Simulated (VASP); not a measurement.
Runs of VASP 6.6.1 on Os. The structure is that of space group Im-3m (No. 229), or close to it. The cells are those of the table. This isn't the form of Os at room conditions, which is hcp.

| task | cell | k mesh | cutoff (eV) | gap on the mesh (eV) | pressure (GPa) |
| --- | --- | --- | --- | --- | --- |
| single point | a = 2.724 Å, angles 109.5°, 1 atom | 16 × 16 × 16 | 520 | none | -12.3 |
| single point | a = 2.614 Å, angles 109.5°, 1 atom | 16 × 16 × 16 | 520 | none | (b) |
| single point | a = 2.792 Å, angles 109.5°, 1 atom | 16 × 16 × 16 | 520 | none | (a) |
| relaxation of cell and atoms | relaxed from a = 2.629 Å, angles 109.5°, 1 atom | 14 × 14 × 14 | 600 | none | 0.0 |
| single point | a = 2.652 Å, angles 109.5°, 1 atom | 16 × 16 × 16 | 520 | none | 15.3 |
| single point | a = 2.688 Å, angles 109.5°, 1 atom | 23 × 23 × 23 | 520 | none | -0.2 |
| single point | a = 2.576 Å, angles 109.5°, 1 atom | 16 × 16 × 16 | 520 | none | 59.7 |
| single point | a = 2.688 Å, angles 109.5°, 1 atom | 16 × 16 × 16 | 520 | none | -0.1 |

Alike in all rows: level RPBE; potentials or basis VASP PAW PBE potentials, release 64 (Os); no spin polarisation; smearing fermi-dirac 0.1 eV.

Question: Estimate the missing entries.

Answer: (a) -29.2; (b) 34.9.

Caveats: the PAW data sets were made with another functional, which shifts forces and pressure a little; spin-orbit coupling is left out, which moves the levels of the heavy elements; the cell stands under pressure (at least some runs); the cell stands under tension (at least some runs).

A k mesh can miss the band edges, and the runs leave out spin-orbit coupling on Os.

A gap of «none» marks levels without a gap at the run's occupations.
